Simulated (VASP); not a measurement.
Crystal: TePb.

```
CELL_PARAMETERS angstrom
0.00000 3.23100 3.23100
3.23100 0.00000 3.23100
3.23100 3.23100 0.00000
ATOMIC_POSITIONS crystal
Te 0.50000 0.50000 0.50000
Pb 0.00000 0.00000 0.00000
```

* Program: VASP 6.6.1
* Task: relaxation of cell and atoms
* Functional: r2SCAN
* Potentials or basis: VASP PAW PBE potentials, release 64 (Te, Pb_d)
* Cutoff: 600 eV
* k mesh: 8 × 8 × 8
* Occupations: gaussian, width 0.02 eV
* Spin: no spin polarisation

At the start: pressure 1.5 GPa; volume 33.73 Å³/atom.

Task: Where does the relaxation end?

Result: Over 3 steps the energy falls by 5.4 meV/atom and the volume is 34.89 Å³/atom (+3.4 %); space group Fm-3m (No. 225, to 0.1 Å) before and after.

The path:
```
step  energy change (eV)  largest force (eV/Å)  pressure (GPa)  volume (Å³)
   1              0.0000                0.0000            1.55        67.46
   2             -0.0094                0.0000           -0.53        70.69
   3             -0.0109                0.0000            0.01        69.78
```

Final structure:
```yaml
crystal:
  lattice:
    - [0.00000, 3.26764, 3.26764]
    - [3.26764, 0.00000, 3.26764]
    - [3.26764, 3.26764, 0.00000]
  atoms:
    - { symbol: Te, position: [0.50000, 0.50000, 0.50000] }
    - { symbol: Pb, position: [0.00000, 0.00000, 0.00000] }
```

Caveat: the PAW data sets were made with another functional, which shifts forces and pressure a little.
